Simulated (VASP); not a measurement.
# Al (P6_3/mmc) in VASP: further runs

The runs below take Al through single point, with PBEsol.

Program: VASP 6.6.1. These are calculated values, not measurements. Logs are shortened: lines on timing, memory, paths and dates and some standing lists are left out, and cuts for length are marked.

### 1 The cell of the first run

The structure is hexagonal, space group P6_3/mmc (No. 194). Conventional cell: a = 2.827 Å, b = 2.827 Å, c = 9.186 Å, α = 90.00°, β = 90.00°, γ = 120.00°. Al (site symmetry -3m) has 12 Al at 2.82 to 2.83 Å within 3.7 Å. Within 3.7 Å of Al (site symmetry -6m2) lie 12 Al at 2.82 to 2.83 Å.

### 2 Single point, PBEsol

Input file INCAR:

```
PREC = Accurate ; ENCUT = 520
EDIFF = 1E-7 ; ISMEAR = 1
SIGMA = 0.1 ; LREAL = F
LASPH = T ; NELM = 100
ALGO = Normal ; ISIF = 2
LWAVE = F ; LCHARG = T
GGA = PS ; LELF = T
LVHAR = T ; NBANDS = 14
```

Input file KPOINTS:

```
regular mesh
0
Gamma
  7 7 2
```

Input file POSCAR:

```
Al
1.0
    2.8270770000      0.0000000000      0.0000000000
   -1.4135390000      2.4483210000      0.0000000000
    0.0000000000      0.0000000000      9.1859930000
Al
4
Direct
    0.0000000000      0.0000000000      0.0000000000
    0.3333333333      0.6666666667      0.2500000000
    0.0000000000      0.0000000000      0.5000000000
    0.6666666667      0.3333333333      0.7500000000
```

Potentials or basis: VASP PAW PBE potentials, release 64 (Al).

Run with:

```console
cat potpaw_PBE.64/Al/POTCAR > POTCAR
mpirun -np 1 vasp_std > vasp.out
```

OUTCAR:

```text
PREC = Accurate
   ENCUT = 520
   EDIFF = 1E-7
   ISMEAR = 1
   LREAL = F
   LASPH = T
   NELM = 100
   ISIF = 2
   GGA = PS

 ion  position               nearest neighbor table
   1  0.000  0.000  0.000-   4 2.82   2 2.82   4 2.82   2 2.82   4 2.82   2 2.82
   2  0.333  0.667  0.250-   1 2.82   3 2.82   1 2.82   3 2.82   1 2.82   3 2.82
   3  0.000  0.000  0.500-   4 2.82   2 2.82   4 2.82   2 2.82   4 2.82   2 2.82
   4  0.667  0.333  0.750-   1 2.82   3 2.82   1 2.82   3 2.82   1 2.82   3 2.82

  LATTYP: Found a hexagonal cell.
 ALAT       =     2.8270770000
 C/A-ratio  =     3.2492899910

  Lattice vectors:

 A1 = (   2.8270770000,   0.0000000000,   0.0000000000)
 A2 = (  -1.4135390000,   2.4483210000,   0.0000000000)
 A3 = (   0.0000000000,   0.0000000000,   9.1859930000)

Analysis of symmetry for initial positions (statically):
=====================================================================
 Subroutine PRICEL returns:
 Original cell was already a primitive cell.

 Routine SETGRP: Setting up the symmetry group for a
 hexagonal supercell.

 Subroutine GETGRP returns: Found 24 space group operations
 (whereof 12 operations were pure point group operations)
 out of a pool of 24 trial point group operations.

The static configuration has the point symmetry D_3d.
 The point group associated with its full space group is D_6h.

Analysis of symmetry for dynamics (positions and initial velocities):
=====================================================================
 Subroutine PRICEL returns:
 Original cell was already a primitive cell.

 Routine SETGRP: Setting up the symmetry group for a
 hexagonal supercell.

 Subroutine GETGRP returns: Found 24 space group operations
 (whereof 12 operations were pure point group operations)
 out of a pool of 24 trial point group operations.

The dynamic configuration has the point symmetry D_3d.
 The point group associated with its full space group is D_6h.

 Subroutine INISYM returns: Found 24 space group operations
 (whereof 12 operations are pure point group operations),
 and found     1 'primitive' translations

----------------------------------------------------------------------------------------

                                     Primitive cell

  volume of cell :      63.5817

  direct lattice vectors                    reciprocal lattice vectors
     2.827077000  0.000000000  0.000000000     0.353722237  0.204221659  0.000000000
    -1.413539000  2.448321000  0.000000000     0.000000000  0.408443174  0.000000000
[... 95 lines left out ...]
   ISMEAR =     1;   SIGMA  =   0.10  broadening in eV -4-tet -1-fermi 0-gaus
   EFERMI_NEDOS =   21; number of points for ismear=-14 and -15
   IALGO  =     38    algorithm
   IMIX   =      4    mixing-type and parameters
     AMIX     =   0.40;   BMIX     =  1.00
     AMIX_MAG =   1.60;   BMIX_MAG =  1.00
  volume/ion in A,a.u.               =      15.90       107.27
  Fermi-wavevector in a.u.,A,eV,Ry     =   0.939055  1.774557 11.997958  0.881825
  Thomas-Fermi vector in A             =   2.066329
   LORBIT       =      0    0 simple, 1 ext, 2 COOP (PROOUT), +10 PAW based schemes
   GGA     = PS    functional components
   LHFCALC =     F    Hartree Fock is set to
   AEXX    =    0.0000 exact exchange contribution
   IVDW    =     0    specifies the selected vdW correction
   LEPSILON=     F    determine dielectric tensor
   LRPA    =     F    only Hartree local field effects (RPA)
 non-spin polarized calculation
 Methfessel and Paxton  Order N= 1 SIGMA  =   0.10
  energy-cutoff  :      520.00
  volume of cell :       63.58
 maximum number of plane-waves:      1734
 NGX is ok and might be reduce to    24
   NGX = 11   NGY = 11   NGZ = 35

 number of electron      12.0000000 magnetization

 Free energy of the ion-electron system (eV)
  ---------------------------------------------------
  ext. energy  EPLUGINS =         0.00000000
  ---------------------------------------------------
  free energy    TOTEN  =       -16.36487558 eV

  energy without entropy =      -16.36492565  energy(sigma->0) =      -16.36489227

 E-fermi :   8.2673     XC(G=0): -10.3944

 val. band max:        8.1262913191   @ k =   0.2857   0.2857   0.0000
 cond. band min:       8.3161597190   @ k =   0.2857   0.2857   0.0000
 fundamental gap:      0.1898683999
 Fermi energy:         8.2672534302

 k-point     1 :       0.0000    0.0000    0.0000
  band No.  band energies     occupation
      1      -3.0481      2.00000
      2      -1.3268      2.00000
      3      -1.2840      2.00000
      4       3.6304      2.00000
      5       3.9772      2.00000
      6      11.9472      0.00000
      7      11.9576      0.00000
      8      19.2001      0.00000
      9      19.2001      0.00000
     10      19.3583      0.00000
     11      19.3583      0.00000
     12      20.3407      0.00000
     13      20.3414      0.00000
     14      20.4709      0.00000
[... 241 lines left out ...]
      1       3.2756      2.00000
      2       3.2756      2.00000
      3       6.1031      2.00000
      4       6.1031      2.00000
      5       6.6093      2.00000
      6       6.6093      2.00000
      7       7.1020      2.00000
      8       7.1020      2.00000
      9       9.6860     -0.00000
     10       9.6860     -0.00000
     11      10.4930      0.00000
     12      10.4930      0.00000
     13      13.3731      0.00000
     14      13.3731      0.00000

------------------------ aborting loop because EDIFF is reached ----------------------------------------

  FORCE on cell =-STRESS in cart. coord.  units (eV):
  Direction    XX          YY          ZZ          XY          YZ          ZX
  --------------------------------------------------------------------------------------
  -------------------------------------------------------------------------------------
  Total        0.6952742      0.6952745      0.9060011     -0.0000001      0.0000000     -0.0000000
  in kB       17.5200198     17.5200270     22.8300673     -0.0000036      0.0000000     -0.0000000
  external PRESSURE =      19.2900381 kB  Pullay stress =       0.0000000 kB

 VOLUME and BASIS-vectors are now :
 -----------------------------------------------------------------------------
  energy-cutoff  :      520.00
  volume of cell :       63.58
      direct lattice vectors                 reciprocal lattice vectors
     2.827077000  0.000000000  0.000000000     0.353722237  0.204221659  0.000000000
    -1.413539000  2.448321000  0.000000000     0.000000000  0.408443174  0.000000000
     0.000000000  0.000000000  9.185993000     0.000000000  0.000000000  0.108861394

 POSITION                                       TOTAL-FORCE (eV/Angst)
 -----------------------------------------------------------------------------------
      0.00000      0.00000      0.00000         0.000000      0.000000     -0.000000
     -0.00000      1.63221      2.29650         0.000000      0.000000      0.000000
      0.00000      0.00000      4.59300         0.000000      0.000000     -0.000000
      1.41354      0.81611      6.88949        -0.000000     -0.000000      0.000000
 -----------------------------------------------------------------------------------
    total drift:                               -0.000000      0.000000      0.000000

  FREE ENERGIE OF THE ION-ELECTRON SYSTEM (eV)
  ---------------------------------------------------
  free  energy   TOTEN  =       -16.3648755755 eV

  energy  without entropy=      -16.3649256464  energy(sigma->0) =      -16.36489227
```

It took 16 s on 1 thread of Intel Xeon 6975P-C, shared host; peak memory 0.18 GiB.

Results:

- Free energy: -16.3649 eV
- Pressure: 1.9 GPa
- Band gap on the k mesh: zero (band 6 reaches 12.29 eV, above the bottom of band 7 at 7.10 eV)

Stress tensor (GPa, compression positive):
```
1.75 0.00 0.00
0.00 1.75 0.00
0.00 0.00 2.28
```

Levels at points of the mesh, in eV from the Fermi level:
```
           k point  band 4  band 5  band 6  band 7  band 8  band 9
(0.00, 0.00, 0.00)   -4.64   -4.29    3.68    3.69   10.93   10.93
(0.00, 0.00, 0.50)   -7.43   -0.74   -0.74    8.66    8.66   11.27
```

Caveat: the k points lie up to 0.37 Å⁻¹ apart; the PAW data sets were made with another functional, which shifts forces and pressure a little.

### 3 Single point, PBEsol

Input file INCAR:

```
ALGO     = Normal         # electronic algorithm
EDIFF    = 1E-6           # SCF threshold, eV
ENCUT    = 520            # plane-wave cutoff, eV
GGA      = PS             # functional
ISIF     = 2              # what is computed and relaxed
ISMEAR   = 1              # smearing method
LASPH    = T              # aspherical terms in the spheres
LCHARG   = F              # write CHGCAR
LREAL    = F              # projectors in reciprocal space
LWAVE    = F              # write WAVECAR
NBANDS   = 14             # bands
NELM     = 100            # most SCF steps
PREC     = Accurate       # precision mode
SIGMA    = 0.1            # smearing width, eV
```

Input file KPOINTS:

```
k-points
0
Gamma
  9 9 3
```

POSCAR is that of step 2.

Potentials or basis: VASP PAW PBE potentials, release 64 (Al).

Run with:

```console
cat potpaw_PBE.64/Al/POTCAR > POTCAR
mpirun -np 1 vasp_std > vasp.out
```

It took 17 s on 1 thread of Intel Xeon 6975P-C, shared host; peak memory 0.18 GiB.

The run converged. Its results:

```yaml
Free_energy: -16.2900 eV
Pressure: 1.6 GPa
Band_gap_on_the_k_mesh: zero (band 6 reaches 12.38 eV, above the bottom of band 7 at 6.96 eV)
```

Stress tensor (GPa, compression positive):
```
0.33 0.00 0.00
0.00 0.33 0.00
0.00 0.00 4.10
```

Levels at points of the mesh, in eV from the Fermi level:
| k point | band 3 | band 4 | band 5 | band 6 | band 7 | band 8 |
| --- | --- | --- | --- | --- | --- | --- |
| (0.00, 0.00, 0.00) | -9.51 | -4.58 | -4.23 | 3.73 | 3.75 | 10.99 |

Caveat: the PAW data sets were made with another functional, which shifts forces and pressure a little.

### 4 Single point, PBEsol

Input file INCAR:

```
SYSTEM = Al
  PREC = Accurate
  ENCUT = 520
  EDIFF = 1E-7
  ISMEAR = 1
  SIGMA = 0.1
  LREAL = .False.
  LASPH = .True.
  NELM = 60
  ALGO = Normal
  ISIF = 2
  LWAVE = .False.
  LCHARG = .False.
  GGA = PS
  NBANDS = 14
```

Input file KPOINTS:

```
Automatic mesh
0
Gamma
  11 11 3
  0 0 0
```

POSCAR is that of step 3.

Potentials or basis: VASP PAW PBE potentials, release 64 (Al).

Run with:

```console
cat potpaw_PBE.64/Al/POTCAR > POTCAR
mpirun -np 1 vasp_std > vasp.out
```

OUTCAR:

```text
SYSTEM = Al
   PREC = Accurate
   ENCUT = 520
   EDIFF = 1E-7
   ISMEAR = 1
   LREAL = .False.
   LASPH = .True.
   NELM = 60
   ISIF = 2
   GGA = PS

 ion  position               nearest neighbor table
   1  0.000  0.000  0.000-   4 2.82   2 2.82   4 2.82   2 2.82   4 2.82   2 2.82
   2  0.333  0.667  0.250-   1 2.82   3 2.82   1 2.82   3 2.82   1 2.82   3 2.82
   3  0.000  0.000  0.500-   4 2.82   2 2.82   4 2.82   2 2.82   4 2.82   2 2.82
   4  0.667  0.333  0.750-   1 2.82   3 2.82   1 2.82   3 2.82   1 2.82   3 2.82

  LATTYP: Found a hexagonal cell.
[... 611 lines left out ...]
  --------------------------------------------------------------------------------------
  -------------------------------------------------------------------------------------
  Total        0.4948727      0.4948729      1.4410856     -0.0000001      0.0000000     -0.0000000
  in kB       12.4701589     12.4701640     36.3135122     -0.0000025      0.0000000     -0.0000000
  external PRESSURE =      20.4179450 kB  Pullay stress =       0.0000000 kB

 VOLUME and BASIS-vectors are now :
 -----------------------------------------------------------------------------
  energy-cutoff  :      520.00
  volume of cell :       63.58
      direct lattice vectors                 reciprocal lattice vectors
     2.827077000  0.000000000  0.000000000     0.353722237  0.204221659  0.000000000
    -1.413539000  2.448321000  0.000000000     0.000000000  0.408443174  0.000000000
     0.000000000  0.000000000  9.185993000     0.000000000  0.000000000  0.108861394

 POSITION                                       TOTAL-FORCE (eV/Angst)
 -----------------------------------------------------------------------------------
      0.00000      0.00000      0.00000        -0.000000     -0.000000     -0.000000
     -0.00000      1.63221      2.29650        -0.000000     -0.000000     -0.000000
      0.00000      0.00000      4.59300        -0.000000     -0.000000     -0.000000
      1.41354      0.81611      6.88949         0.000000      0.000000      0.000000
 -----------------------------------------------------------------------------------
    total drift:                               -0.000000      0.000000      0.000000

  FREE ENERGIE OF THE ION-ELECTRON SYSTEM (eV)
  ---------------------------------------------------
  free  energy   TOTEN  =       -16.3424987088 eV

  energy  without entropy=      -16.3405247217  energy(sigma->0) =      -16.34184071
```

OSZICAR:

```text
N       E                     dE             d eps       ncg     rms          rms(c)
DAV:   1     0.462879131740E+01    0.46288E+01   -0.40369E+03   896   0.655E+02
DAV:   2    -0.158087669230E+02   -0.20438E+02   -0.19002E+02  1164   0.912E+01
DAV:   3    -0.164560052735E+02   -0.64724E+00   -0.64148E+00  1220   0.130E+01
DAV:   4    -0.164602239250E+02   -0.42187E-02   -0.42181E-02  1088   0.134E+00
DAV:   5    -0.164602737416E+02   -0.49817E-04   -0.49815E-04  1200   0.146E-01    0.290E+00
DAV:   6    -0.163897679855E+02    0.70506E-01   -0.75800E-03  1044   0.436E-01    0.165E+00
DAV:   7    -0.163432182085E+02    0.46550E-01   -0.17362E-02  1028   0.634E-01    0.249E-01
DAV:   8    -0.163425056351E+02    0.71257E-03   -0.42960E-04  1288   0.104E-01    0.380E-02
DAV:   9    -0.163425004876E+02    0.51476E-05   -0.56964E-06  1102   0.126E-02    0.486E-03
DAV:  10    -0.163424997468E+02    0.74077E-06   -0.14144E-07  1088   0.241E-03    0.168E-03
DAV:  11    -0.163424988162E+02    0.93055E-06   -0.25511E-08   686   0.944E-04    0.200E-04
DAV:  12    -0.163424987108E+02    0.10541E-06   -0.38912E-09   712   0.428E-04    0.980E-05
DAV:  13    -0.163424987088E+02    0.20529E-08   -0.59592E-10   616   0.159E-04
   1 F= -.16342499E+02 E0= -.16341841E+02  d E =-.197399E-02
```

stdout:

```text
POSCAR found type information on POSCAR Al
 POSCAR found :  1 types and       4 ions
 scaLAPACK will be used
 -----------------------------------------------------------------------------
|                                                                             |
|                                                                             |
|     You enforced a specific xc type in the INCAR file but a different       |
|     I HOPE YOU KNOW WHAT YOU ARE DOING!                                     |
|                                                                             |
 -----------------------------------------------------------------------------

 LDA part: xc-table for (Slater+PW92), standard interpolation
 POSCAR, INCAR and KPOINTS ok, starting setup
 FFT: planning ... GRIDC
 FFT: planning ... GRID_SOFT
 FFT: planning ... GRID
 WAVECAR not read
 entering main loop
```

It took 24 s on 1 thread of Intel Xeon 6975P-C, shared host; peak memory 0.18 GiB.

Results:

```yaml
Free_energy: -16.3425 eV
Pressure: 2.0 GPa
Band_gap_on_the_k_mesh: zero (band 6 reaches 12.35 eV, above the bottom of band 7 at 6.41 eV)
```

Stress tensor (GPa, compression positive):
```
1.25 0.00 0.00
0.00 1.25 0.00
0.00 0.00 3.63
```

Levels at points of the mesh, in eV from the Fermi level:
```csv
k point,band 2,band 3,band 4,band 5,band 6,band 7,band 8,band 9,band 10,band 11
"(0.00, 0.00, 0.00)",-9.66,-9.66,-4.72,-4.37,3.59,3.61,10.85,10.85,11.01,11.01
```

Caveat: the PAW data sets were made with another functional, which shifts forces and pressure a little.

### 5 Summary

| k mesh | gap on the mesh (eV) | pressure (GPa) |
| --- | --- | --- |
| 7 × 7 × 2 | none | 1.9 |
| 9 × 9 × 3 | none | 1.6 |
| 11 × 11 × 3 | none | 2.0 |

Alike in all rows: task single point; level PBEsol; potentials or basis VASP PAW PBE potentials, release 64 (Al); no spin polarisation; cell as given; cutoff (eV) 520; smearing methfessel-paxton 0.1 eV.

Caveats: some runs use coarse meshes; the PAW data sets were made with another functional, which shifts forces and pressure a little.

Total energies depend on the potentials used, so only differences within one code and one set of settings carry meaning.
